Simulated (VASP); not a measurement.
Runs of VASP 6.6.1 on CuF. The structure is that of space group P6_3/mmc (No. 194), or close to it. The cells are those of the table. 

```tsv
level	cell	k mesh	cutoff (eV)	gap on the mesh (eV)	pressure (GPa)
PBE	a = 3.509, b = 3.509, c = 5.083 Å, angles 90.0, 90.0, 120.0°, 4 atoms	12 × 12 × 6	820	none	3.9
PBE	a = 3.536, b = 3.536, c = 5.515 Å, angles 90.0, 90.0, 120.0°, 4 atoms	9 × 9 × 4	820	none	-0.5
PBE	a = 3.605, b = 3.605, c = 5.623 Å, angles 90.0, 90.0, 120.0°, 4 atoms	9 × 9 × 4	820	none	(a)
PBE	a = 3.500, b = 3.500, c = 5.460 Å, angles 90.0, 90.0, 120.0°, 4 atoms	9 × 9 × 4	820	none	1.4
r2SCAN	a = 3.437, b = 3.437, c = 4.979 Å, angles 90.0, 90.0, 120.0°, 4 atoms	9 × 9 × 4	900	none	(b)
PBE	a = 3.464, b = 3.464, c = 5.403 Å, angles 90.0, 90.0, 120.0°, 4 atoms	9 × 9 × 4	820	none	3.8
```

Alike in all rows: task single point; potentials or basis VASP PAW PBE potentials, release 64 (Cu_sv_GW, F); no spin polarisation; smearing fermi-dirac 0.02 eV.

Question: Fill in the values left out.

Answer: (a) -3.5; (b) 5.2.

Caveats: semilocal functionals underestimate gaps, and a narrow one can read as zero; the cell stands under pressure (at least some runs); the cell stands under tension (at least some runs); the PAW data sets were made with another functional, which shifts forces and pressure a little (at least some runs).

A gap of «none» marks levels without a gap at the run's occupations.
